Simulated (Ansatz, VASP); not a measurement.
# One calculation of Te, two programs

Contents of INCAR:

```
PREC = Accurate
ENCUT = 520
EDIFF = 1E-6
ISMEAR = -1
SIGMA = 0.05
LREAL = F
LASPH = T
NELM = 100
ALGO = Normal
ISIF = 2
LWAVE = F
LCHARG = F
GGA = PS
NBANDS = 16
```

Contents of KPOINTS:

```
Automatic mesh
0
Gamma
  7 7 5
```

File POSCAR:

```
Te
1.0
    3.7686575664     -2.1191692761      0.0000000000
    3.7686575664      2.1191692761      0.0000000000
   -0.0930165102      0.0000000000      5.8953227704
Te
3
Direct
    0.0000000000      0.0000000000      0.0000000000
    0.3094466100      0.3094466100      0.3388094900
    0.6905533900      0.6905533900      0.6611905100
```

Contents of input.yaml:

```yaml
crystal:
  lattice:
    - [3.7686575664, -2.1191692761, 0.0]
    - [3.7686575664, 2.1191692761, 0.0]
    - [-0.0930165102, 0.0, 5.8953227704]
  atoms:
    - { symbol: Te, position: [0.0, 0.0, 0.0] }
    - { symbol: Te, position: [0.30944661, 0.30944661, 0.33880949] }
    - { symbol: Te, position: [0.69055339, 0.69055339, 0.66119051] }
kpoints:
  mp_grid: { grid: [7, 7, 5] }
scf:
  occupations: { method: fermi_dirac, width: 0.05 }
hamiltonian:
  xc: pbesol
  pseudopotentials: { kind: all_electron, lapw: { basis_error: 0.001 } }
output:
  forces: true
  stress: true
  eigenvalues: true
```

Change from the starting cell: volume scaled by 0.96.

Alike in both runs: task single point; functional PBEsol; k mesh 7 × 7 × 5; occupations fermi-dirac, width 0.05 eV; no spin polarisation.

```csv
,VASP,Ansatz
version,VASP 6.6.1,Ansatz 0.2.0
potentials or method,"VASP PAW PBE potentials, release 64 (Te), cutoff 520 eV","all-electron LAPW, scalar-relativistic"
```

Ansatz gave:

| Item | Value |
| --- | --- |
| gap on the k mesh at the Fermi level (eV) | none |
| pressure (GPa) | 0.3 |
| traceless stress, the component that is largest in VASP (GPa) | -0.28 |
| rms of the force components (eV/Å) | 0.096 |

Q: Estimate VASP's values.

A: gap on the k mesh at the Fermi level (eV): none; pressure (GPa): 0.3; traceless stress, the component that is largest in VASP (GPa): -0.30; rms of the force components (eV/Å): 0.103.

VASP's potentials were made for PBE, not for PBEsol. Atom by atom the forces differ by 0.007 eV/Å (rms over components). A gap of «none» marks a metal or a gap that the smearing closes. Ansatz ran all-electron here, and VASP with PAW potentials.

Neither program's run includes spin-orbit coupling.
